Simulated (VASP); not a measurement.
Write the native input for VASP 6.6.1 that does the following.

```
Task                   : single point
Functional             : PBEsol
Potentials or basis    : VASP PAW PBE potentials, release 64 (Al, Ga_d, N)
Cutoff                 : 520 eV
k mesh                 : 6 × 6 × 6
Occupations            : gaussian, width 0.05 eV
Spin                   : no spin polarisation
Dipole correction      : no
Further INCAR settings : ALGO = Normal; EDIFF = 1e-07; NBANDS = 31
```

The structure of Al3GaN4 lies in POSCAR:

```
Al3GaN4
1.0
    4.4069948456      0.0000000000      0.0000000000
    0.0000000000      4.4069948456      0.0000000000
    0.0000000000      0.0000000000      4.4069948456
Al Ga N
3 1 4
Direct
    0.5000000000      0.5000000000      0.0000000000
    0.5000000000      0.0000000000      0.5000000000
    0.0000000000      0.5000000000      0.5000000000
    0.0000000000      0.0000000000      0.0000000000
    0.7447077177      0.7447077177      0.2552922823
    0.7447077177      0.2552922823      0.7447077177
    0.2552922823      0.7447077177      0.7447077177
    0.2552922823      0.2552922823      0.2552922823
```

One way to write it, as run:

INCAR

```
SYSTEM = Al3GaN4
  ALGO = Normal
  EDIFF = 1E-7
  ENCUT = 520
  GGA = PS
  ISIF = 2
  ISMEAR = 0
  LASPH = .TRUE.
  LCHARG = .FALSE.
  LREAL = .FALSE.
  LWAVE = .FALSE.
  NBANDS = 31
  NELM = 80
  PREC = Accurate
  SIGMA = 0.05
```

KPOINTS

```
k-points
0
G
  6 6 6
  0 0 0
```

Potentials or basis: VASP PAW PBE potentials, release 64 (Al, Ga_d, N).

Launch:

```console
$ cat potpaw_PBE.64/Al/POTCAR potpaw_PBE.64/Ga_d/POTCAR potpaw_PBE.64/N/POTCAR > POTCAR
$ mpirun -np 1 vasp_std > vasp.out
```

It gave:

| Property | Result |
| --- | --- |
| Pressure | 0.0 GPa |
| Largest force | 0.008 eV/Å |
| Band gap on the k mesh | 3.32 eV, direct |

Caveat: the PAW data sets were made with another functional, which shifts forces and pressure a little.

Wall time 62 s on 1 thread of AMD EPYC 7R13 Processor (Zen 3) (shared host), peak memory 0.19 GiB.
